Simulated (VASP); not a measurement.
Input of a VASP 6.6.1 run:

Contents of POSCAR:

```
CdS
1.0
    4.3415391636      0.0000000000      0.0000000000
   -2.1707695818      3.7598832072      0.0000000000
    0.0000000000      0.0000000000      6.7490000000
Cd S
2 2
Direct
    0.3333333333      0.6666666667      0.0000000000
    0.6666666667      0.3333333333      0.5000000000
    0.3333333333      0.6666666667      0.3850000000
    0.6666666667      0.3333333333      0.8850000000
```

Contents of INCAR.step1:

```
SYSTEM = CdS
PREC     = Accurate       ! precision mode
ENCUT    = 520            ! plane-wave cutoff, eV
ISMEAR   = 0              ! smearing method
SIGMA    = 0.05           ! smearing width, eV
LREAL    = .False.        ! projectors in reciprocal space
LASPH    = .True.         ! aspherical terms in the spheres
NELM     = 60             ! most SCF steps
NBANDS   = 26             ! bands
GGA      = PE             ! functional
ALGO     = Normal         ! electronic algorithm
EDIFF    = 1E-4           ! SCF threshold, eV
LWAVE    = .True.         ! write WAVECAR
LCHARG   = .False.        ! write CHGCAR
```

INCAR.step2

```
SYSTEM = CdS
PREC     = Accurate       ! precision mode
ENCUT    = 520            ! plane-wave cutoff, eV
EDIFF    = 1E-6           ! SCF threshold, eV
ISMEAR   = 0              ! smearing method
SIGMA    = 0.05           ! smearing width, eV
LREAL    = .False.        ! projectors in reciprocal space
LASPH    = .True.         ! aspherical terms in the spheres
NELM     = 60             ! most SCF steps
ALGO     = Normal         ! electronic algorithm
ISIF     = 2              ! what is computed and relaxed
LWAVE    = .False.        ! write WAVECAR
LCHARG   = .True.         ! write CHGCAR
METAGGA  = R2SCAN         ! meta-GGA
LMIXTAU  = .True.       
LELF     = .True.         ! ELF
LVHAR    = .True.       
NBANDS   = 26             ! bands
ISTART   = 1
```

The input KPOINTS:

```
Automatic mesh
0
Gamma
  12 12 4
  0 0 0
```

Potentials or basis: VASP PAW PBE potentials, release 64 (Cd, S).

Command:

```console
$ cat potpaw_PBE.64/Cd/POTCAR potpaw_PBE.64/S/POTCAR > POTCAR
$ cp INCAR.step1 INCAR
$ mpirun -np 1 vasp_std > vasp.out
$ cp INCAR.step2 INCAR
$ mpirun -np 1 vasp_std > vasp.out
```

Question: Predict the band gap on the k mesh.

Answer: 1.39 eV, direct.

Question: What does it give for the pressure?

Answer: -3.9 GPa.

Question: Estimate the largest force.

Answer: 0.020 eV/Å.

Forces on the atoms (eV/Å):
```
Cd   0.000  0.000 -0.020
Cd   0.000  0.000 -0.020
S    0.000  0.000  0.020
S    0.000  0.000  0.020
```

Caveat: the cell differs from its parent crystal (strain +0.050 along x and y, +0.000 along z); the PAW data sets were made with another functional, which shifts forces and pressure a little. A k mesh can miss the band edges.
